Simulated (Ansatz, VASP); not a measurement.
**Be7Te in VASP and in Ansatz**

```
Be Te
1.0
     5.42758    0.00000    0.00000
    -2.71379    4.70042    0.00000
     0.00000    0.00000    3.59679
Be Te
7 1
Direct
  0.96075 0.48038 0.00000
  0.51962 0.03925 0.00000
  0.51962 0.48038 0.00000
  0.20818 0.79182 0.50000
  0.20818 0.41636 0.50000
  0.58364 0.79182 0.50000
  0.66667 0.33333 0.50000
  0.00000 0.00000 0.00000
```

Change from the starting cell: species swapped into the YMg7 type (P-6m2, No. 187).

Alike in both runs: task relaxation of cell and atoms; functional PBE; k mesh 12 × 12 × 10; occupations gaussian, width 0.1 eV; no spin polarisation.

|  | VASP | Ansatz |
| --- | --- | --- |
| version | VASP 6.6.1 | Ansatz 0.2.0 |
| potentials or method | VASP PAW PBE potentials, release 64 (Be, Te), cutoff 600 eV | scalar-relativistic, plane waves, PAW |
| valence electrons in the cell | 20 | 30 |

|  | VASP | Ansatz | Ansatz less VASP |
| --- | --- | --- | --- |
| gap on the k mesh at the Fermi level, each at its own relaxed structure (eV) | none | none | - |
| relaxed volume (Å³/atom) | 11.49 | 11.46 | -0.025 |
| relaxed cell length with the largest relative difference (Å) | 5.427 | 5.420 | -0.0072 |

A gap of «none» marks a metal or a gap that the smearing closes. VASP's potentials hold 20 valence electrons a cell and Ansatz's 30, so a difference there can come from the potentials and not from the codes.

Neither program's run includes spin-orbit coupling.
